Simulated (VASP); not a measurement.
# Y (P6_3/mmc) in VASP: notebook, part 2 of 3

VASP 6.6.1. The steps go on from the part before.

## Step 3: Single point, PBE (strain +0.050 along x and y, -0.025 along z)

Contents of INCAR:

```
SYSTEM = Y
PREC     = Accurate       ! precision mode
ENCUT    = 520            ! plane-wave cutoff, eV
EDIFF    = 1E-6           ! SCF threshold, eV
ISMEAR   = 0              ! smearing method
SIGMA    = 0.15           ! smearing width, eV
LREAL    = .False.        ! projectors in reciprocal space
LASPH    = .True.         ! aspherical terms in the spheres
NELM     = 60             ! most SCF steps
ALGO     = Fast           ! electronic algorithm
ISIF     = 2              ! what is computed and relaxed
LWAVE    = .False.        ! write WAVECAR
LCHARG   = .False.        ! write CHGCAR
GGA      = PE             ! functional
NBANDS   = 18             ! bands
```

Contents of KPOINTS:

```
regular mesh
0
Gamma
  18 18 8
  0 0 0
```

Contents of POSCAR:

```
Y
1.0
    3.8340741989      0.0000000000      0.0000000000
   -1.9170370994      3.3204056563      0.0000000000
    0.0000000000      0.0000000000      5.6037150000
Y
2
Direct
    0.3333333333      0.6666666667      0.2500000000
    0.6666666667      0.3333333333      0.7500000000
```

Potentials or basis: VASP PAW PBE potentials, release 64 (Y_sv).

Launch:

```console
cat potpaw_PBE.64/Y_sv/POTCAR > POTCAR
mpirun -np 1 vasp_std > vasp.out
```

OUTCAR:

```text
SYSTEM = Y
   PREC = Accurate
   ENCUT = 520
   EDIFF = 1E-6
   ISMEAR = 0
   LREAL = .False.
   LASPH = .True.
   NELM = 60
   ISIF = 2
   GGA = PE

 ion  position               nearest neighbor table
   1  0.333  0.667  0.250-   2 3.57   2 3.57   2 3.57   2 3.57   2 3.57   2 3.57
   2  0.667  0.333  0.750-   1 3.57   1 3.57   1 3.57   1 3.57   1 3.57   1 3.57

  LATTYP: Found a hexagonal cell.
 ALAT       =     3.8340741989
 C/A-ratio  =     1.4615562217

  Lattice vectors:

 A1 = (   3.8340741989,   0.0000000000,   0.0000000000)
 A2 = (  -1.9170370994,   3.3204056563,   0.0000000000)
 A3 = (   0.0000000000,   0.0000000000,   5.6037150000)

Analysis of symmetry for initial positions (statically):
=====================================================================
 Subroutine PRICEL returns:
 Original cell was already a primitive cell.

 Routine SETGRP: Setting up the symmetry group for a
 hexagonal supercell.

 Subroutine GETGRP returns: Found 24 space group operations
 (whereof 12 operations were pure point group operations)
 out of a pool of 24 trial point group operations.

The static configuration has the point symmetry D_3d.
 The point group associated with its full space group is D_6h.

Analysis of symmetry for dynamics (positions and initial velocities):
=====================================================================
 Subroutine PRICEL returns:
 Original cell was already a primitive cell.

 Routine SETGRP: Setting up the symmetry group for a
 hexagonal supercell.

 Subroutine GETGRP returns: Found 24 space group operations
 (whereof 12 operations were pure point group operations)
 out of a pool of 24 trial point group operations.

The dynamic configuration has the point symmetry D_3d.
 The point group associated with its full space group is D_6h.

 Subroutine INISYM returns: Found 24 space group operations
 (whereof 12 operations are pure point group operations),
 and found     1 'primitive' translations

----------------------------------------------------------------------------------------

                                     Primitive cell

  volume of cell :      71.3391

  direct lattice vectors                    reciprocal lattice vectors
     3.834074199  0.000000000  0.000000000     0.260819157  0.150584010  0.000000000
    -1.917037099  3.320405656  0.000000000     0.000000000  0.301168021  0.000000000
     0.000000000  0.000000000  5.603715000     0.000000000  0.000000000  0.178453044

  length of vectors
     3.834074199  3.834074199  5.603715000     0.301168021  0.301168021  0.178453044

  position of ions in fractional coordinates (direct lattice)
     0.333333333  0.666666667  0.250000000
     0.666666667  0.333333333  0.750000000

  ion indices of the primitive-cell ions
   primitive index   ion index
                 1           1
                 2           2

----------------------------------------------------------------------------------------

 KPOINTS: regular mesh

Automatic generation of k-mesh.
 Grid dimensions read from file:
 generate k-points for:   18   18    8

 Generating k-lattice:

  Cartesian coordinates                     Fractional coordinates (reciprocal lattice)
     0.014489953  0.008365778  0.000000000     0.055555556  0.000000000  0.000000000
     0.000000000  0.016731557  0.000000000     0.000000000  0.055555556  0.000000000
     0.000000000  0.000000000  0.022306631     0.000000000  0.000000000  0.125000000

  Length of vectors
     0.016731557  0.016731557  0.022306631

  Shift w.r.t. Gamma in fractional coordinates (k-lattice)
     0.000000000  0.000000000  0.000000000

 Subroutine IBZKPT returns following result:
 ===========================================

 Found    185 irreducible k-points:

 Following reciprocal coordinates:
            Coordinates               Weight
  0.000000  0.000000  0.000000      1.000000
  0.055556 -0.000000  0.000000      6.000000
  0.111111 -0.000000  0.000000      6.000000
  0.166667 -0.000000  0.000000      6.000000
  0.222222 -0.000000  0.000000      6.000000
  0.277778 -0.000000  0.000000      6.000000
[... 16 lines left out ...]
  0.333333  0.111111  0.000000     12.000000
  0.388889  0.111111  0.000000     12.000000
 [... further k-points ...]
   k-points           NKPTS =    185   k-points in BZ     NKDIM =    185   number of bands    NBANDS=     18
   number of dos      NEDOS =    301   number of ions     NIONS =      2
   total plane-waves  NPLWV =  37800
   dimension x,y,z NGX =    30 NGY =   30 NGZ =   42
   dimension x,y,z NGXF=    60 NGYF=   60 NGZF=   84
   ions per type =               2
   NGX,Y,Z   is equivalent  to a cutoff of  13.01, 13.01, 12.46 a.u.
   NGXF,Y,Z  is equivalent  to a cutoff of  26.02, 26.02, 24.92 a.u.
 SYSTEM =  Y
   PREC   = accura    normal or accurate (medium, high low for compatibility)
   ISTART =      0    job   : 0-new  1-cont  2-samecut
   ICHARG =      2    charge: 1-file 2-atom 10-const
   ISPIN  =      1    spin polarized calculation?
   LNONCOLLINEAR =      F non collinear calculations
   LSORBIT =      F    spin-orbit coupling
   LASPH  =      T    aspherical Exc in radial PAW
   ENCUT  =  520.0 eV  38.22 Ry    6.18 a.u.   7.13  7.13 10.42*2*pi/ulx,y,z
   NELM   =     60;   NELMIN=  2; NELMDL= -5     # of ELM steps
   EDIFF  = 0.1E-05   stopping-criterion for ELM
   LREAL  =      F    real-space projection
   EDIFFG = 0.1E-04   stopping-criterion for IOM
   NSW    =      0    number of steps for IOM
   IBRION =     -1    ionic relax: 0-MD 1-quasi-New 2-CG
   NFREE  =      0    steps in history (QN), initial steepest desc. (CG)
   ISIF   =      2    stress and relaxation
   ISYM   =      2    0-nonsym 1-usesym 2-fastsym
   POTIM  = 0.5000    time-step for ionic-motion
   TEBEG  =    0.0;   TEEND  =   0.0 temperature during run
   PSTRESS=    0.0 pullay stress
   NELECT =      22.0000    total number of electrons
   NUPDOWN=      -1.0000    fix difference up-down
   EMIN   =  10.00;   EMAX   =-10.00  energy-range for DOS
   EFERMI =   0.00;   METHOD = LEGACY
   ISMEAR =     0;   SIGMA  =   0.15  broadening in eV -4-tet -1-fermi 0-gaus
   EFERMI_NEDOS =   21; number of points for ismear=-14 and -15
   IALGO  =     68    algorithm
   IMIX   =      4    mixing-type and parameters
     AMIX     =   0.40;   BMIX     =  1.00
     AMIX_MAG =   1.60;   BMIX_MAG =  1.00
  volume/ion in A,a.u.               =      35.67       240.71
  Fermi-wavevector in a.u.,A,eV,Ry     =   1.106046  2.090124 16.644518  1.223338
  Thomas-Fermi vector in A             =   2.242541
   LORBIT       =      0    0 simple, 1 ext, 2 COOP (PROOUT), +10 PAW based schemes
   GGA     = PE    functional components
   LHFCALC =     F    Hartree Fock is set to
   AEXX    =    0.0000 exact exchange contribution
   IVDW    =     0    specifies the selected vdW correction
   LEPSILON=     F    determine dielectric tensor
   LRPA    =     F    only Hartree local field effects (RPA)
 non-spin polarized calculation
 RMM-DIIS sequential band-by-band and
 Gauss-broadening in eV      SIGMA  =   0.15
  energy-cutoff  :      520.00
  volume of cell :       71.34
 maximum number of plane-waves:      1946
 NGX is ok and might be reduce to    30
   NGX = 15   NGY = 15   NGZ = 21

 number of electron      22.0000002 magnetization

 Free energy of the ion-electron system (eV)
  ---------------------------------------------------
  ext. energy  EPLUGINS =         0.00000000
  ---------------------------------------------------
  free energy    TOTEN  =       -12.80141713 eV

  energy without entropy =      -12.75761610  energy(sigma->0) =      -12.77951661

 E-fermi :   2.5834     XC(G=0):  -9.1117

 val. band max:        2.5796909376   @ k =   0.2778  -0.0000   0.0000
 cond. band min:       2.5835551825   @ k =   0.2222   0.1111   0.3750
 fundamental gap:      0.0038642449
 Fermi energy:         2.5833676391

 k-point     1 :       0.0000    0.0000    0.0000
  band No.  band energies     occupation
      1     -40.3096      2.00000
      2     -40.2433      2.00000
      3     -20.5259      2.00000
      4     -20.1695      2.00000
      5     -20.1695      2.00000
      6     -20.0717      2.00000
[... 10 lines left out ...]
     17       4.8628      0.00000
     18       4.9753      0.00000
[... 463 lines left out ...]
 k-point    24 :       0.3889    0.1111    0.0000
  band No.  band energies     occupation
      1     -40.2699      2.00000
      2     -40.2480      2.00000
      3     -20.3763      2.00000
      4     -20.3264      2.00000
      5     -20.2839      2.00000
      6     -20.2532      2.00000
[... 10 lines left out ...]
     17       6.8890      0.00000
     18       7.5471      0.00000

 [... further k-points ...]
[... 5 lines left out ...]
  --------------------------------------------------------------------------------------
  -------------------------------------------------------------------------------------
  Total       -1.8010652     -1.8010652     -0.3512299     -0.0000000      0.0000000      0.0000000
  in kB      -40.4494226    -40.4494226     -7.8881346     -0.0000000      0.0000000      0.0000000
  external PRESSURE =     -29.5956599 kB  Pullay stress =       0.0000000 kB

 VOLUME and BASIS-vectors are now :
 -----------------------------------------------------------------------------
  energy-cutoff  :      520.00
  volume of cell :       71.34
      direct lattice vectors                 reciprocal lattice vectors
     3.834074199  0.000000000  0.000000000     0.260819157  0.150584010  0.000000000
    -1.917037099  3.320405656  0.000000000     0.000000000  0.301168021  0.000000000
     0.000000000  0.000000000  5.603715000     0.000000000  0.000000000  0.178453044

 POSITION                                       TOTAL-FORCE (eV/Angst)
 -----------------------------------------------------------------------------------
     -0.00000      2.21360      1.40093        -0.000000      0.000000      0.000000
      1.91704      1.10680      4.20279         0.000000     -0.000000      0.000000
 -----------------------------------------------------------------------------------
    total drift:                               -0.000000      0.000000     -0.000000

  FREE ENERGIE OF THE ION-ELECTRON SYSTEM (eV)
  ---------------------------------------------------
  free  energy   TOTEN  =       -12.8014171332 eV

  energy  without entropy=      -12.7576160967  energy(sigma->0) =      -12.77951661
```

It took 2.7 min on 1 thread of Intel Xeon 6975P-C (Granite Rapids), shared host; peak memory 0.36 GiB.

Results:

```
Free energy            : -12.8014 eV
Pressure               : -3.0 GPa
Band gap on the k mesh : zero (band 11 reaches 3.77 eV, above the bottom of band 12 at 2.01 eV)
```

Stress tensor (GPa, compression positive):
```
-4.04  0.00  0.00
 0.00 -4.04  0.00
 0.00  0.00 -0.79
```

Caveat: the cell differs from its parent crystal (strain +0.050 along x and y, -0.025 along z).

## Step 4: Single point, PBE (strain +0.025 along x and y, +0.025 along z)

Contents of INCAR:

```
SYSTEM = Y
PREC = Accurate ; ENCUT = 520
EDIFF = 1E-7 ; ISMEAR = 0
SIGMA = 0.15 ; LREAL = .FALSE.
LASPH = .TRUE. ; NELM = 60
ALGO = Fast ; ISIF = 2
LWAVE = .FALSE. ; LCHARG = .TRUE.
GGA = PE ; LELF = .TRUE.
LVHAR = .TRUE. ; NBANDS = 18
```

Contents of KPOINTS:

```
Automatic mesh
0
G
  18 18 8
  0 0 0
```

Contents of POSCAR:

```
Y
1.0
    3.7427867180      0.0000000000      0.0000000000
   -1.8713933590      3.2413483788      0.0000000000
    0.0000000000      0.0000000000      5.8910850000
Y
2
Direct
    0.3333333333      0.6666666667      0.2500000000
    0.6666666667      0.3333333333      0.7500000000
```

Launch:

```console
cat potpaw_PBE.64/Y_sv/POTCAR > POTCAR
mpirun -np 1 vasp_std > vasp.out
```

It took 3.1 min on 1 thread of Intel Xeon 6975P-C (Granite Rapids), shared host; peak memory 0.36 GiB.

Results (log left out):

| Quantity | Value |
| --- | --- |
| Free energy | -12.8283 eV |
| Pressure | -3.0 GPa |
| Band gap on the k mesh | zero (band 11 reaches 3.50 eV, above the bottom of band 12 at 2.14 eV) |

Stress tensor (GPa, compression positive):
```
-2.84  0.00  0.00
 0.00 -2.84  0.00
 0.00  0.00 -3.42
```

Levels at points of the mesh, in eV from the Fermi level:
```csv
k point,band 8,band 9,band 10,band 11,band 12,band 13,band 14,band 15
"(0.00, 0.00, 0.00)",-22.64,-4.55,-1.74,0.64,1.67,1.67,1.92,2.21
"(0.50, 0.00, 0.00)",-22.71,-1.63,-1.05,-0.69,-0.20,1.26,1.43,1.89
"(0.00, 0.00, 0.50)",-22.70,-3.21,-3.21,0.90,0.90,1.60,1.60,1.60
"(0.50, 0.00, 0.50)",-22.75,-1.53,-1.53,0.07,0.07,1.20,1.20,2.59
```

Caveat: the cell differs from its parent crystal (strain +0.025 along x and y, +0.025 along z).

## Step 5: Single point, PBE (strain -0.050 along x and y, -0.050 along z)

Contents of INCAR:

```
PREC = Accurate ; ENCUT = 520
EDIFF = 1E-7 ; ISMEAR = 0
SIGMA = 0.15 ; LREAL = F
LASPH = T ; NELM = 80
ALGO = Fast ; ISIF = 2
LWAVE = F ; LCHARG = T
GGA = PE ; LELF = T
LVHAR = T ; NBANDS = 18
```

Contents of KPOINTS:

```
regular mesh
0
Gamma
  18 18 8
```

Contents of POSCAR:

```
Y
1.0
    3.4689242752      0.0000000000      0.0000000000
   -1.7344621376      3.0041765462      0.0000000000
    0.0000000000      0.0000000000      5.4600300000
Y
2
Direct
    0.3333333333      0.6666666667      0.2500000000
    0.6666666667      0.3333333333      0.7500000000
```

Launch:

```console
cat potpaw_PBE.64/Y_sv/POTCAR > POTCAR
mpirun -np 1 vasp_std > vasp.out
```

It took 4.1 min on 1 thread of Intel Xeon Platinum 8488C (Sapphire Rapids), shared host; peak memory 0.31 GiB.

The run converged. Its results:

```
Free energy            : -12.7137 eV
Pressure               : 7.0 GPa
Band gap on the k mesh : zero (band 11 reaches 5.11 eV, above the bottom of band 12 at 3.30 eV)
```

Stress tensor (GPa, compression positive):
```
7.13 0.00 0.00
0.00 7.13 0.00
0.00 0.00 6.71
```

Levels at points of the mesh, in eV from the Fermi level:
```tsv
k point	band 8	band 9	band 10	band 11	band 12	band 13	band 14	band 15
(0.00, 0.00, 0.00)	-21.91	-4.90	-2.10	1.36	1.86	1.86	2.19	2.58
(0.50, 0.00, 0.00)	-22.04	-1.73	-1.49	-1.07	0.18	1.55	1.63	2.35
(0.00, 0.00, 0.50)	-22.02	-3.29	-3.29	0.99	0.99	1.78	1.78	1.78
(0.50, 0.00, 0.50)	-22.14	-1.90	-1.90	0.00	0.00	1.82	1.82	3.10
```

Caveat: the cell differs from its parent crystal (strain -0.050 along x and y, -0.050 along z).

(Part 2 of 3 ends here.)
